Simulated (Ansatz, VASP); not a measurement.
Nb: VASP beside Ansatz

The input INCAR:

```
  PREC = Accurate
  ENCUT = 520
  EDIFF = 1E-6
  ISMEAR = -1
  SIGMA = 0.1
  LREAL = False
  LASPH = True
  NELM = 100
  ALGO = Normal
  ISIF = 2
  LWAVE = False
  LCHARG = True
  GGA = PE
  LELF = True
  LVHAR = True
  NBANDS = 20
```

The input KPOINTS:

```
regular mesh
0
Gamma
  21 21 10
```

File POSCAR:

```
Nb
1.0
    2.9078763256      0.0000000000      0.0000000000
   -1.4539381628      2.5182947691      0.0000000000
    0.0000000000      0.0000000000      5.3108162741
Nb
2
Direct
    0.3333333333      0.6666666667      0.2500000000
    0.6666666667      0.3333333333      0.7500000000
```

Input for Ansatz:

```yaml
crystal:
  lattice:
    - [2.9078763256, 0.0, 0.0]
    - [-1.4539381628, 2.5182947691, 0.0]
    - [0.0, 0.0, 5.3108162741]
  atoms:
    - { symbol: Nb, position: [0.3333333333, 0.6666666667, 0.25] }
    - { symbol: Nb, position: [0.6666666667, 0.3333333333, 0.75] }
hamiltonian:
  xc: pbe
  pseudopotentials:
    kind: paw
    azcp:
      Nb: "pseudopotentials/Nb.paw.azcp"
basis:
  ecutwfc: 420
  fft_grid_basis: typed
kpoints:
  mp_grid: { grid: [21, 21, 10], shift: [0, 0, 0] }
magnetization:
  spin_polarized: false
scf:
  occupations: { method: fermi_dirac, width: 0.1 }
output:
  stress: true
```

Alike in both runs: task single point; functional PBE; k mesh 21 × 21 × 10; occupations fermi-dirac, width 0.1 eV; no spin polarisation.

```csv
,VASP,Ansatz
version,VASP 6.6.1,Ansatz 0.2.0
potentials or method,"VASP PAW PBE potentials, release 64 (Nb_sv), cutoff 520 eV","plane waves (420 eV) with PAW, scalar-relativistic"
valence electrons in the cell,26,26
```

Ansatz gave:

- pressure (GPa): -5.9
- traceless stress, the component that is largest in VASP (GPa): 0.49

Problem. Estimate VASP's values.

Solution. Pressure (GPa): -6.2; traceless stress, the component that is largest in VASP (GPa): 0.46.
